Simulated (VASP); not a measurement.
A run of VASP 6.6.1 is set up as follows.

File INCAR:

```
SYSTEM = In
PREC = Accurate
ENCUT = 520
EDIFF = 1E-7
ISMEAR = 0
SIGMA = 0.1
LREAL = .FALSE.
LASPH = .TRUE.
NELM = 80
ALGO = Fast
ISIF = 2
LWAVE = .FALSE.
LCHARG = .FALSE.
GGA = PE
NBANDS = 20
```

The input KPOINTS:

```
regular mesh
0
G
  12 12 8
  0 0 0
```

The input POSCAR:

```
In
1.0
    3.4364832612      0.0166774239      0.0085054862
   -1.7037985578      2.9924118603     -0.0098855415
    0.0140483144     -0.0107428287      5.6887960706
In
2
Direct
    0.3469606347      0.6743139347      0.2666777303
    0.6530393653      0.3256860653      0.7333222697
```

Potentials or basis: VASP PAW PBE potentials, release 64 (In_d).

Run with:

```sh
$ cat potpaw_PBE.64/In_d/POTCAR > POTCAR
$ mpirun -np 1 vasp_std > vasp.out
```

Problem. Predict the band gap on the k mesh.

Solution. Zero (band 13 reaches 9.29 eV, above the bottom of band 14 at 4.22 eV).

Problem. What does it give for the largest force?

Solution. 0.358 eV/Å.

Problem. What does it give for the pressure?

Solution. -1.4 GPa.

Forces in eV/Å, atoms in the order of the input:
```
In  -0.009 -0.007 -0.358
In   0.009  0.007  0.358
```

Caveat: the cell differs from its parent crystal (atoms moved at random and the cell strained at random); spin-orbit coupling is left out, which moves the levels of the heavy elements.
